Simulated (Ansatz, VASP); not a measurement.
## CuSn2O2: VASP beside Ansatz

```
CELL_PARAMETERS angstrom
3.82017 0.00000 0.00000
0.00000 3.82017 0.00000
0.00000 0.00000 19.36304
ATOMIC_POSITIONS crystal
Sn 0.50000 0.00000 0.20658
Sn 0.00000 0.50000 0.32862
O 0.00000 0.00000 0.26760
O 0.50000 0.50000 0.26760
Cu 0.37500 0.87500 0.44224
```

Alike in both runs: task single point; functional PBE; dispersion D3(BJ); k mesh 7 × 7 × 1; occupations gaussian, width 0.05 eV; collinear spin.

|  | VASP | Ansatz |
| --- | --- | --- |
| version | VASP 6.6.1 | Ansatz 0.2.0 |
| potentials or method | VASP PAW PBE potentials, release 64 (Sn_d, O, Cu), cutoff 520 eV | scalar-relativistic, plane waves, PAW |
| valence electrons in the cell | 51 | 59 |

|  | VASP | Ansatz | Ansatz less VASP |
| --- | --- | --- | --- |
| gap on the k mesh at the Fermi level (eV) | none | none | - |
| rms of the force components (eV/Å) | 0.237 | 0.228 | -0.0092 |
| net moment per atom (μB) | 0.06 | 0.06 | +0.001 |
| size of the moment on the site where the two differ most (μB) | 0.08 | 0.10 | +0.023 |
| work function, face that differs most (eV) | 4.37 | 4.38 | +0.014 |

Site moments also hang on the region over which each program counts them. A gap of «none» marks a metal or a gap that the smearing closes. VASP's potentials hold 51 valence electrons a cell and Ansatz's 59, so a difference there can come from the potentials and not from the codes. Ansatz's warnings: stability check not made.
